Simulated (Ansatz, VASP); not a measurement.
**One calculation of CdS, two programs**

```
Cd S
1.0
     0.00000    2.75910    2.75910
     2.75910    0.00000    2.75910
     2.75910    2.75910    0.00000
Cd S
1 1
Direct
  0.00000 0.00000 0.00000
  0.50000 0.50000 0.50000
```

Change from the starting cell: species swapped into the PrS type (Fm-3m, No. 225).

Alike in both runs: functional PBE; k mesh 4 × 4 × 4; occupations gaussian, width 0.15 eV; no spin polarisation.

Ansatz relaxed the structure, and its values are those at the end. VASP's run is a single point on that final structure, the one shown.

```csv
,VASP,Ansatz
version,VASP 6.6.1,Ansatz 0.2.0
potentials or method,"VASP PAW PBE potentials, release 64 (Cd, S), cutoff 500 eV","scalar-relativistic, plane waves, PAW"
valence electrons in the cell,18,26
```

Ansatz gave:

| Quantity | Value |
| --- | --- |
| gap on the k mesh at the Fermi level (eV) | 0.24 |
| least direct gap on the mesh (eV) | 1.50 |
| pressure (GPa) | -0.5 |

Question: What did VASP give for the same quantities?

Answer: gap on the k mesh at the Fermi level (eV): 0.23; least direct gap on the mesh (eV): 1.47; pressure (GPa): -0.2.

VASP's potentials hold 18 valence electrons a cell and Ansatz's 26, so a difference there can come from the potentials and not from the codes.

The k mesh is coarse, so the values compare programs but aren't converged.
